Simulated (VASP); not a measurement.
Runs of VASP 6.6.1 on Rh. The structure is that of space group P6_3/mmc (No. 194), or close to it. The cells are those of the table. 

```csv
fixed moment (μB),cell,pressure (GPa),moment (μB)
1.0,"a = 2.550, b = 2.550, c = 4.104 Å, angles 90.0, 90.0, 120.0°, 2 atoms",(a),1.00
0.5,"a = 2.669, b = 2.669, c = 4.296 Å, angles 90.0, 90.0, 120.0°, 2 atoms",19.1,0.50
0.75,"a = 2.830, b = 2.830, c = 4.554 Å, angles 90.0, 90.0, 120.0°, 2 atoms",-20.6,0.75
0.75,"a = 2.550, b = 2.550, c = 4.104 Å, angles 90.0, 90.0, 120.0°, 2 atoms",85.6,0.75
```

Alike in all rows: task single point; level PBE; potentials or basis VASP PAW PBE potentials, release 64 (Rh_pv); spin collinear, ferromagnetic start; k mesh 21 × 21 × 12; cutoff (eV) 500; smearing gaussian 0.15 eV.

Task: Fill in the values left out.

Result: (a) 86.6.

Caveats: the total moment is fixed, so each spin has its own Fermi level.
